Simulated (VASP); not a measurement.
# Mg4H in VASP: a series of runs, part 2 of 2

VASP 6.6.1.

**4. Single point, PBE**

Contents of INCAR:

```
ALGO     = Normal         # electronic algorithm
DIPOL    = 0.5 0.5 0.294
EDIFF    = 1E-6           # SCF threshold, eV
ENCUT    = 520            # plane-wave cutoff, eV
GGA      = PE             # functional
IDIPOL   = 3            
ISIF     = 2              # what is computed and relaxed
ISMEAR   = 0              # smearing method
LASPH    = T              # aspherical terms in the spheres
LCHARG   = F              # write CHGCAR
LDIPOL   = T            
LREAL    = F              # projectors in reciprocal space
LWAVE    = F              # write WAVECAR
NBANDS   = 20             # bands
NELM     = 100            # most SCF steps
PREC     = Accurate       # precision mode
SIGMA    = 0.1            # smearing width, eV
```

Contents of KPOINTS:

```
k-points
0
Gamma
  4 5 1
```

Contents of POSCAR:

```
Mg4H
1.0
    6.4201385733      0.0000000000      0.0000000000
    0.0000000000      5.1379129567      0.0000000000
    0.0000000000      0.0000000000     21.6644777330
Mg H
8 2
Direct
    0.0000000000      0.7500000000      0.1846340378
    0.5000000000      0.7500000000      0.1846340378
    0.2500000000      0.2500000000      0.2274076137
    0.7500000000      0.2500000000      0.2274076137
    0.2500000000      0.7500000000      0.3173234500
    0.7500000000      0.7500000000      0.3173234500
    0.0000000000      0.2500000000      0.3537808678
    0.5000000000      0.2500000000      0.3537808678
    0.6784283361      0.0833333333      0.3893229201
    0.8215716639      0.0833333333      0.3893229201
```

The run is started by

```sh
> cat potpaw_PBE.64/Mg/POTCAR potpaw_PBE.64/H/POTCAR > POTCAR
> mpirun -np 1 vasp_std > vasp.out
```

Run time: 3.1 min. Hardware: 1 thread of Intel Xeon 6975P-C (Granite Rapids), shared host; peak memory 0.65 GiB.

The run converged. Its results:

| Quantity | Value |
| --- | --- |
| Free energy | -14.2702 eV |
| Largest force | 2.669 eV/Å |
| Band gap on the k mesh | zero (band 9 reaches -1.43 eV, above the bottom of band 10 at -1.95 eV) |

Forces on the atoms (eV/Å):
```
Mg   0.004  0.077  0.208
Mg  -0.004  0.077  0.208
Mg   0.000 -0.060 -0.127
Mg   0.000 -0.089 -0.135
Mg   0.000  0.027  0.009
Mg   0.000 -0.119 -0.154
Mg   1.906  1.386 -1.255
Mg  -1.906  1.386 -1.255
H    0.969 -1.343  1.250
H   -0.969 -1.343  1.250
```

Levels at points of the mesh, in eV from the Fermi level:
```
           k point  band 7  band 8  band 9  band 10  band 11  band 12
(0.00, 0.00, 0.00)   -0.97   -0.83   -0.26     0.16     1.08     1.28
(0.50, 0.00, 0.00)   -0.18   -0.08    0.42     0.65     0.91     0.94
```
